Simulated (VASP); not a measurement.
## Ag: single point with PBE

Crystal: Ag.

```
Ag
1.0
     2.82369    0.00000    0.00000
     0.00000    2.82369    0.00000
     0.00000    0.00000    2.82369
Ag
1
Direct
  0.00000 0.00000 0.00000
```

This cell differs from its parent crystal: volume scaled by 1.08.

```
Program                : VASP 6.6.1
Task                   : single point
Functional             : PBE
Potentials or basis    : VASP PAW PBE potentials, release 64 (Ag)
Cutoff                 : 520 eV
k mesh                 : 13 × 13 × 13
Occupations            : fermi-dirac, width 0.1 eV
Spin                   : no spin polarisation
Dipole correction      : no
Further INCAR settings : ALGO = Normal; EDIFF = 1e-06; NBANDS = 12
```

| Item | Value |
| --- | --- |
| Pressure | -4.3 GPa |

Levels at points of the mesh, in eV from the Fermi level:
| k point | band 4 | band 5 | band 6 | band 7 | band 8 | band 9 |
| --- | --- | --- | --- | --- | --- | --- |
| (0.00, 0.00, 0.00) | -2.84 | -2.84 | -2.84 | 13.30 | 13.30 | 13.30 |

It took 9.3 s on 1 thread of Intel Xeon 6975P-C (shared host), peak memory 0.15 GiB.
